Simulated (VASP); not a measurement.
Cd3HgTe4: single point with PBE

The system is Cd3HgTe4.

```xyz
8
Lattice="6.6934 0.0000 0.0000 0.0000 6.6934 0.0000 0.0000 0.0000 6.6934" Properties=species:S:1:pos:R:3 pbc="T T T"
Cd    3.3467    0.0000    0.0000
Cd    0.0000    3.3467    0.0000
Cd    0.0000    0.0000    3.3467
Te    5.0266    1.6668    1.6668
Te    1.6668    5.0266    1.6668
Te    1.6668    1.6668    5.0266
Te    5.0266    5.0266    5.0266
Hg    3.3467    3.3467    3.3467
```

This cell differs from its parent crystal: volume changed by +3%.

* Program: VASP 6.6.1
* Task: single point
* Functional: PBE
* Potentials or basis: VASP PAW PBE potentials, release 64 (Cd, Te, Hg)
* Cutoff: 520 eV
* k mesh: 4 × 4 × 4
* Occupations: gaussian, width 0.01 eV
* Spin: no spin polarisation

```json
{
 "Pressure": "-0.9 GPa",
 "Largest force": "0.006 eV/Å",
 "Band gap on the k mesh": "0.10 eV, direct"
}
```

Forces on the atoms (eV/Å):
```
Cd   0.000  0.000  0.000
Cd   0.000  0.000  0.000
Cd   0.000  0.000  0.000
Te  -0.003  0.003  0.003
Te   0.003 -0.003  0.003
Te   0.003  0.003 -0.003
Te  -0.003 -0.003 -0.003
Hg   0.000  0.000  0.000
```

Levels at points of the mesh, in eV from the valence-band top:
```csv
k point,band 32,band 33,band 34,band 35,band 36,band 37,band 38,band 39,band 40,band 41
"(0.00, 0.00, 0.00)",-1.61,-1.61,0.00,0.00,0.00,0.10,2.09,2.68,2.68,2.79
"(0.50, 0.00, 0.00)",-1.90,-1.00,-1.00,-0.88,-0.88,2.20,2.65,3.34,3.39,3.60
"(0.50, 0.50, 0.00)",-1.81,-0.79,-0.71,-0.66,-0.66,2.16,2.83,2.83,2.90,5.09
"(0.50, 0.50, 0.50)",-0.72,-0.72,-0.59,-0.59,-0.59,0.87,1.66,1.66,1.66,5.12
```

Wall time 83 s on 1 thread of Intel(R) Xeon(R) Platinum 8559C (Emerald Rapids), on a shared host, peak memory 0.41 GiB.

Caveat: spin-orbit coupling is left out, which moves the levels of the heavy elements.
